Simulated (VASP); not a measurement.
A run of VASP 6.6.1 is set up as follows.

INCAR

```
PREC     = Accurate       # precision mode
ENCUT    = 520            # plane-wave cutoff, eV
EDIFF    = 1E-6           # SCF threshold, eV
ISMEAR   = -1             # smearing method
SIGMA    = 0.1            # smearing width, eV
LREAL    = False          # projectors in reciprocal space
LASPH    = True           # aspherical terms in the spheres
NELM     = 100            # most SCF steps
ALGO     = Normal         # electronic algorithm
ISIF     = 2              # what is computed and relaxed
LWAVE    = False          # write WAVECAR
LCHARG   = True           # write CHGCAR
GGA      = PE             # functional
LELF     = True           # ELF
LVHAR    = True         
NBANDS   = 17             # bands
```

The input KPOINTS:

```
Automatic mesh
0
Gamma
  17 17 16
```

Contents of POSCAR:

```
Ni
1.0
   -2.9467681740      2.9471191272      1.2170874305
    2.9471191272     -2.9467681740      1.2170874305
    1.5342682205      1.5342682205     -1.2164446592
Ni
2
Direct
    0.0000238181      0.9999761819      0.0000000000
    0.7499761819      0.2500238181      0.5000000000
```

Potentials or basis: VASP PAW PBE potentials, release 64 (Ni).

Run with:

```sh
$ cat potpaw_PBE.64/Ni/POTCAR > POTCAR
$ mpirun -np 1 vasp_std > vasp.out
```

Q: What does it give for the band gap on the k mesh?

A: Zero (bands 10 and 11 overlap by 0.73 eV).

Q: Predict the pressure.

A: 0.0 GPa.

Forces on the atoms (eV/Å):
```
Ni   0.002 -0.002  0.000
Ni  -0.002  0.002  0.000
```

Caveat: the run has no spin polarisation, though such a crystal can be magnetic. Spin polarisation is off, so any magnetic state and its effect on volume and gap are missing.
